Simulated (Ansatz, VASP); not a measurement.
One calculation of MoS2, two programs

```
Mo S
1.0
     3.22746    0.00000    0.00000
    -1.61373    2.79507    0.00000
     0.00000    0.00000    6.31247
Mo S
1 2
Direct
  0.00000 0.00000 0.50000
  0.66667 0.33333 0.74468
  0.33333 0.66667 0.25532
```

Alike in both runs: functional PBEsol; k mesh 9 × 9 × 4; occupations fermi-dirac, width 0.05 eV; non-collinear spin, spin-orbit coupling.

```csv
,VASP,Ansatz
version,VASP 6.6.1,Ansatz 0.2.0
potentials or method,"VASP PAW PBE potentials, release 64 (Mo_sv, S)",Ansatz PAW
plane-wave cutoff (eV),520,420
valence electrons in the cell,26,26
task,single point,band structure
```

|  | VASP | Ansatz | Ansatz less VASP |
| --- | --- | --- | --- |
| pressure (GPa) | -3.4 | -3.4 | -0.03 |
| traceless stress, the component that is largest in VASP (GPa) | 2.49 | 2.47 | -0.026 |
| rms of the force components (eV/Å) | 0.014 | 0.010 | -0.0040 |
| net moment per atom (μB) | 0.00 | 0.00 | 0.000 |

VASP's potentials were made for PBE, not for PBEsol. Atom by atom the forces differ by 0.004 eV/Å (rms over components). With one functional, cell and mesh, what is left measures potentials, basis and numerics.
